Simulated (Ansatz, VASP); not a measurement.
**HfO2: VASP beside Ansatz**

File INCAR:

```
SYSTEM = HfO2
PREC = Accurate ; ENCUT = 520
EDIFF = 1E-6 ; ISMEAR = 0
SIGMA = 0.05 ; LREAL = .FALSE.
LASPH = .TRUE. ; NELM = 100
ALGO = Normal ; ISIF = 2
LWAVE = .FALSE. ; LCHARG = .FALSE.
GGA = PE ; NBANDS = 18
```

Contents of KPOINTS:

```
regular mesh
0
G
  14 14 14
  0 0 0
```

The input POSCAR:

```
HfO2
1.0
    0.0000000000      2.5575000000      2.5575000000
    2.5575000000      0.0000000000      2.5575000000
    2.5575000000      2.5575000000      0.0000000000
Hf O
1 2
Direct
    0.0000000000      0.0000000000      0.0000000000
    0.2500000000      0.2500000000      0.2500000000
    0.7500000000      0.7500000000      0.7500000000
```

Input for Ansatz:

```yaml
crystal:
  lattice:
    - [0.0, 2.5575, 2.5575]
    - [2.5575, 0.0, 2.5575]
    - [2.5575, 2.5575, 0.0]
  atoms:
    - { symbol: Hf, position: [0.0, 0.0, 0.0] }
    - { symbol: O, position: [0.25, 0.25, 0.25] }
    - { symbol: O, position: [0.75, 0.75, 0.75] }
basis:
  ecutwfc: 420
kpoints:
  mp_grid: { grid: [14, 14, 14] }
hamiltonian:
  xc: pbe
scf:
  occupations: { method: gaussian, width: 0.05 }
output:
  forces: true
  eigenvalues: true
  eigenstates:
    nscf_kmesh: { grid: [34, 34, 34] }
    top_band: c6
    de_dk: true
    localisation: true
  stress: true
checkpoint:
  write: ck
  compress: false
  write_wavefunctions: false
  write_every: 100000
```

Alike in both runs: task single point; functional PBE; k mesh 14 × 14 × 14; occupations gaussian, width 0.05 eV; no spin polarisation.

```csv
,VASP,Ansatz
version,VASP 6.6.1,Ansatz 0.2.0
potentials or method,"VASP PAW PBE potentials, release 64 (Hf_pv, O), cutoff 520 eV","scalar-relativistic, plane waves, PAW"
valence electrons in the cell,22,38
```

Ansatz gave:

```
gap on the k mesh at the Fermi level (eV) : 3.72
pressure (GPa)                            : -2.5
```

Which values does VASP return?

gap on the k mesh at the Fermi level (eV): 3.73; pressure (GPa): -6.0.

VASP's potentials hold 22 valence electrons a cell and Ansatz's 38, so a difference there can come from the potentials and not from the codes.

Neither program's run includes spin-orbit coupling.
